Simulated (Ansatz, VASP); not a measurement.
# One calculation of Ta, two programs

```
Ta
1.0
    -1.65128    1.65128    1.65128
     1.65128   -1.65128    1.65128
     1.65128    1.65128   -1.65128
Ta
1
Direct
  0.00000 0.00000 0.00000
```

Alike in both runs: task single point; functional r2SCAN; k mesh 18 × 18 × 18; occupations gaussian, width 0.1 eV; no spin polarisation.

```csv
,VASP,Ansatz
version,VASP 6.6.1,Ansatz 0.2.0
potentials or method,"VASP PAW PBE potentials, release 64 (Ta_pv), cutoff 550 eV","scalar-relativistic, plane waves, PAW"
valence electrons in the cell,11,13
```

```csv
,VASP,Ansatz,Ansatz less VASP
gap on the k mesh at the Fermi level (eV),none,none,-
pressure (GPa),1.0,0.4,-0.63
```

VASP's potentials were made for PBE, not for r2SCAN. A gap of «none» marks a metal or a gap that the smearing closes. VASP's potentials hold 11 valence electrons a cell and Ansatz's 13, so a difference there can come from the potentials and not from the codes.

Neither program's run includes spin-orbit coupling.
